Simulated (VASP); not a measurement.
Wanted: the native input for a VASP 6.6.1 run.

```yaml
Task: relaxation of cell and atoms
Functional: LDA
Potentials_or_basis: VASP PAW LDA potentials, release 64 (Si, C)
Cutoff: 600 eV
k_mesh: 10 × 10 × 10
Occupations: gaussian, width 0.02 eV
Spin: no spin polarisation
Dipole_correction: no
Further_INCAR_settings: ALGO = Normal; EDIFF = 1e-07; IBRION = 2; EDIFFG = -0.002; NSW = 100; ISIF = 3
```

The structure of SiC lies in POSCAR:

```
SiC
1.0
    0.0000000000      2.1800000000      2.1800000000
    2.1800000000      0.0000000000      2.1800000000
    2.1800000000      2.1800000000      0.0000000000
Si C
1 1
Direct
    0.0000000000      0.0000000000      0.0000000000
    0.2500000000      0.2500000000      0.2500000000
```

These files were run (other wordings do the same):

INCAR

```
PREC = Accurate
ENCUT = 600
EDIFF = 1E-7
ISMEAR = 0
SIGMA = 0.02
LREAL = F
LASPH = T
NELM = 120
ALGO = Normal
ISIF = 3
LWAVE = F
LCHARG = F
IBRION = 2
NSW = 100
EDIFFG = -0.002
GGA_COMPAT = F
NELMIN = 4
```

KPOINTS

```
Automatic mesh
0
Gamma
  10 10 10
```

Potentials or basis: VASP PAW LDA potentials, release 64 (Si, C).

Launch:

```sh
$ cat potpaw_LDA.64/Si/POTCAR potpaw_LDA.64/C/POTCAR > POTCAR
$ mpirun -np 1 vasp_std > vasp.out
```

Results of the run:

```json
{"Relaxed volume": "10.15 Å³/atom", "Relaxed cell": "a = 3.062 Å, b = 3.062 Å, c = 3.062 Å, α = 60.00°, β = 60.00°, γ = 60.00°", "Space group after relaxing (to 0.1 Å)": "F-43m (No. 216)", "Energy gained by relaxing": "3.0 meV/atom", "Ionic steps": "3", "Pressure after relaxing": "0.0 GPa", "Band gap on the k mesh": "1.29 eV (least direct gap 4.52 eV)"}
```

It took 29 s on 1 thread of Intel(R) Xeon(R) Platinum 8259CL CPU @ 2.50GHz (Skylake/Cascade Lake), with other jobs on the host, peak memory 0.14 GiB.
